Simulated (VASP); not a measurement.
Crystal: TiC.

```
Ti C
1.0
     0.00000    2.16572    2.16572
     2.16572    0.00000    2.16572
     2.16572    2.16572    0.00000
Ti C
1 1
Cartesian
  0.0000 0.0000 0.0000
  2.1657 2.1657 2.1657
```

* Program: VASP 6.6.1
* Task: relaxation of cell and atoms
* Functional: RPBE
* Dispersion: D4
* Potentials or basis: VASP PAW PBE potentials, release 64 (Ti_sv, C)
* Cutoff: 600 eV
* k mesh: 11 × 11 × 11
* Occupations: fermi-dirac, width 0.05 eV
* Spin: no spin polarisation

At the start: pressure -5.7 GPa; volume 10.16 Å³/atom.

Question: Where does the relaxation end?

Answer: Over 3 steps the energy falls by 4.4 meV/atom and the volume is 9.92 Å³/atom (-2.3 %); space group Fm-3m (No. 225, to 0.05 Å).

Step by step:
| step | energy change (eV) | largest force (eV/Å) | pressure (GPa) | volume (Å³) |
| --- | --- | --- | --- | --- |
| 1 | 0.0000 | 0.0000 | -5.75 | 20.32 |
| 2 | 0.0053 | 0.0000 | 7.96 | 19.26 |
| 3 | -0.0087 | 0.0000 | -0.01 | 19.84 |

Final structure:
```
Ti C
1.0
     0.00000    2.14878    2.14878
     2.14878    0.00000    2.14878
     2.14878    2.14878    0.00000
Ti C
1 1
Direct
  0.00000 0.00000 0.00000
  0.50000 0.50000 0.50000
```

Caveat: the PAW data sets were made with another functional, which shifts forces and pressure a little; pairwise dispersion overbinds metals, which lowers pressure and volume.
